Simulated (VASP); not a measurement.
Runs of VASP 6.6.1 on Mg2NCl. The structure is that of space group R-3m (No. 166), or close to it. The cells are those of the table. 

```csv
cell,gap on the mesh (eV),pressure (GPa),largest force (eV/Å)
"a = 5.570 Å, angles 37.5°, 4 atoms",1.96,-1.6,0.44
"a = 7.015 Å, angles 25.7°, 4 atoms",0.36,(c),0.87
"a = 7.363 Å, angles 23.9°, 4 atoms",none,(b),1.19
"a = 6.157 Å, angles 31.7°, 4 atoms",(a),-0.8,0.08
```

Alike in all rows: task single point; level PBE; potentials or basis VASP PAW PBE potentials, release 64 (Mg, N, Cl); no spin polarisation; k mesh 12 × 12 × 12; cutoff (eV) 520; smearing gaussian 0.05 eV.

Question: Estimate the missing entries.

Answer: (a) 2.40; (b) 4.8; (c) 2.6.

Caveats: the cell stands under pressure (at least some runs); forces of over 1 eV/Å act on the atoms, so gaps and moduli don't describe the material at rest (at least some runs).

A k mesh can miss the band edges.

A gap of «none» marks levels without a gap at the run's occupations.
